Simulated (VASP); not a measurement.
Input of a VASP 6.6.1 run:

The input INCAR:

```
SYSTEM = TaN
ALGO = Normal
EDIFF = 1E-6
ENCUT = 700
GGA = PE
GGA_COMPAT = .FALSE.
ISIF = 2
ISMEAR = -1
LASPH = .TRUE.
LCHARG = .TRUE.
LELF = .TRUE.
LREAL = .FALSE.
LVHAR = .TRUE.
LWAVE = .FALSE.
NBANDS = 36
NELM = 120
PREC = Accurate
SIGMA = 0.05
```

The input KPOINTS:

```
k-points
0
G
  6 6 9
  0 0 0
```

POSCAR

```
TaN
1.0
    5.1199279524      0.0000000000      0.0000000000
   -2.5599639762      4.4339876723      0.0000000000
    0.0000000000      0.0000000000      2.8738111395
Ta N
3 3
Direct
    0.0000000000      0.0000000000      0.0000000000
    0.6666666667      0.3333333333      0.5000000000
    0.3333333333      0.6666666667      0.5000000000
    0.0000000000      0.3950171927      0.0000000000
    0.6049828073      0.6049828073      0.0000000000
    0.3950171927      0.0000000000      0.0000000000
```

Potentials or basis: VASP PAW PBE potentials, release 64 (Ta_sv_GW, N).

Command:

```bash
$ cat potpaw_PBE.64/Ta_sv_GW/POTCAR potpaw_PBE.64/N/POTCAR > POTCAR
$ mpirun -np 1 vasp_std > vasp.out
```

(1) Predict the largest force.

(2) What does it give for the band gap on the k mesh?

(3) Predict the pressure.

Answers

(1) 0.006 eV/Å.

(2) zero (bands 27 and 28 overlap by 3.13 eV).

(3) 20.1 GPa.

Caveat: the cell stands under pressure; spin-orbit coupling is left out, which moves the levels of the heavy elements.
